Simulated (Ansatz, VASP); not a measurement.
# Two plane-wave programs on SnO2

File POSCAR:

```
SnO2
1.0
    4.7380000000      0.0000000000      0.0000000000
    0.0000000000      4.7380000000      0.0000000000
    0.0000000000      0.0000000000      3.1865000000
Sn O
2 4
Direct
    0.5000000000      0.5000000000      0.5000000000
    0.0000000000      0.0000000000      0.0000000000
    0.8071000000      0.1929000000      0.5000000000
    0.6929000000      0.6929000000      0.0000000000
    0.1929000000      0.8071000000      0.5000000000
    0.3071000000      0.3071000000      0.0000000000
```

The input INCAR.step1:

```
SYSTEM = SnO2
PREC = Accurate
ENCUT = 520
ISMEAR = -1
SIGMA = 0.05
LREAL = .FALSE.
LASPH = .TRUE.
NELM = 60
NBANDS = 35
GGA = PE
ALGO = Normal
EDIFF = 1E-4
LWAVE = .TRUE.
LCHARG = .FALSE.
```

The input INCAR.step2:

```
SYSTEM = SnO2
PREC = Accurate
ENCUT = 520
EDIFF = 1E-7
ISMEAR = -1
SIGMA = 0.05
LREAL = .FALSE.
LASPH = .TRUE.
NELM = 60
ALGO = Normal
ISIF = 2
LWAVE = .FALSE.
LCHARG = .FALSE.
METAGGA = R2SCAN
LMIXTAU = .TRUE.
IVDW = 13
VDW_S6 = 1.0
VDW_S8 = 0.6018749
VDW_A1 = 0.51559235
VDW_A2 = 5.77342911
NBANDS = 35
ISTART = 1
```

File KPOINTS:

```
Automatic mesh
0
G
  6 6 8
  0 0 0
```

File input.yaml:

```yaml
crystal:
  lattice:
    - [4.738, 0.0, 0.0]
    - [0.0, 4.738, 0.0]
    - [0.0, 0.0, 3.1865]
  atoms:
    - { symbol: Sn, position: [0.5, 0.5, 0.5] }
    - { symbol: Sn, position: [0.0, 0.0, 0.0] }
    - { symbol: O, position: [0.8071, 0.1929, 0.5] }
    - { symbol: O, position: [0.6929, 0.6929, 0.0] }
    - { symbol: O, position: [0.1929, 0.8071, 0.5] }
    - { symbol: O, position: [0.3071, 0.3071, 0.0] }
hamiltonian:
  xc: r2scan
  pseudopotentials: { kind: paw }
  dispersion: d4
kpoints:
  mp_grid: { grid: [6, 6, 8] }
scf:
  occupations: { method: fermi_dirac, width: 0.05 }
output:
  forces: true
  stress: true
  eigenvalues: true
  write_density: true
  write_potential: true
  elf: true
  volumetric_format: npy
```

Alike in both runs: task single point; functional r2SCAN; dispersion D4; k mesh 6 × 6 × 8; occupations fermi-dirac, width 0.05 eV; no spin polarisation.

|  | VASP | Ansatz |
| --- | --- | --- |
| version | VASP 6.6.1 | Ansatz 0.2.0 |
| potentials or method | VASP PAW PBE potentials, release 64 (Sn_d, O) | Ansatz PAW |
| plane-wave cutoff (eV) | 520 | 500 |
| valence electrons in the cell | 52 | 52 |

```tsv
	VASP	Ansatz	Ansatz less VASP
gap on the k mesh at the Fermi level (eV)	1.99	1.96	-0.028
least direct gap on the mesh (eV)	1.99	1.96	-0.028
pressure (GPa)	3.2	2.0	-1.17
traceless stress, the component that is largest in VASP (GPa)	1.20	0.79	-0.412
rms of the force components (eV/Å)	0.130	0.113	-0.0163
```

VASP's potentials were made for PBE, not for r2SCAN. Atom by atom the forces differ by 0.016 eV/Å (rms over components).
